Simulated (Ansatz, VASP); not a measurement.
# AlGa3N4: VASP beside Ansatz

```
CELL_PARAMETERS angstrom
0.00000 -3.16498 0.00000
0.00359 0.00000 -5.47849
10.28769 0.00000 -4.56499
ATOMIC_POSITIONS crystal
Al 0.50000 0.62796 0.84565
Al 0.50000 0.04461 0.34565
Ga 0.50000 0.58599 0.09491
Ga 0.50000 0.16934 0.59491
Ga 0.00000 0.08939 0.09486
Ga 0.00000 0.67274 0.59486
Ga 0.00000 0.54610 0.34528
Ga 0.00000 0.12945 0.84528
N 0.50000 0.90561 0.90518
N 0.50000 0.32226 0.40518
N 0.00000 0.42018 0.90417
N 0.00000 0.83683 0.40417
N 0.00000 0.70415 0.15557
N 0.00000 0.28750 0.65557
N 0.50000 0.19857 0.16097
N 0.50000 0.78192 0.66097
```

Alike in both runs: task single point; functional PBEsol; k mesh 8 × 5 × 3; occupations gaussian, width 0.05 eV; no spin polarisation.

|  | VASP | Ansatz |
| --- | --- | --- |
| version | VASP 6.6.1 | Ansatz 0.2.0 |
| potentials or method | VASP PAW PBE potentials, release 64 (Al, Ga_d, N), cutoff 520 eV | scalar-relativistic, plane waves, PAW |
| valence electrons in the cell | 124 | 124 |

VASP gave:

```
gap on the k mesh at the Fermi level (eV)                     : 2.05
least direct gap on the mesh (eV)                             : 2.05
pressure (GPa)                                                : -1.3
traceless stress, the component that is largest in VASP (GPa) : -5.25
rms of the force components (eV/Å)                            : 0.350
```

**Question.** Which values does Ansatz return?

**Answer.** gap on the k mesh at the Fermi level (eV): 2.04; least direct gap on the mesh (eV): 2.04; pressure (GPa): -1.1; traceless stress, the component that is largest in VASP (GPa): -5.24; rms of the force components (eV/Å): 0.351.

VASP's potentials were made for PBE, not for PBEsol. Atom by atom the forces differ by 0.008 eV/Å (rms over components).
